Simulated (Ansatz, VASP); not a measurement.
# One calculation of Sb2Pt, two programs

```
Sb Pt
1.0
     5.36489    0.00000    0.00000
     0.00000    6.56364    0.00000
     0.00000    0.00000    4.16016
Sb Pt
4 2
Direct
  0.21603 0.36905 0.00000
  0.78397 0.63095 0.00000
  0.71603 0.13095 0.50000
  0.28397 0.86905 0.50000
  0.00000 0.00000 0.00000
  0.50000 0.50000 0.50000
```

Alike in both runs: functional PBE; k mesh 8 × 6 × 10; occupations gaussian, width 0.1 eV; no spin polarisation.

Ansatz relaxed the structure, and its values are those at the end. VASP's run is a single point on that final structure, the one shown.

|  | VASP | Ansatz |
| --- | --- | --- |
| version | VASP 6.6.1 | Ansatz 0.2.0 |
| potentials or method | VASP PAW PBE potentials, release 64 (Sb, Pt), cutoff 520 eV | scalar-relativistic, plane waves, PAW |
| valence electrons in the cell | 40 | 96 |

|  | VASP | Ansatz | Ansatz less VASP |
| --- | --- | --- | --- |
| gap on the k mesh at the Fermi level (eV) | none | none | - |
| pressure (GPa) | -0.3 | 0.0 | +0.31 |
| rms of the force components (eV/Å) | 0.007 | 0.005 | -0.0027 |

A gap of «none» marks a metal or a gap that the smearing closes. With one functional, cell and mesh, what is left measures potentials, basis and numerics. VASP's potentials hold 40 valence electrons a cell and Ansatz's 96, so a difference there can come from the potentials and not from the codes.

Spin-orbit coupling is off throughout.
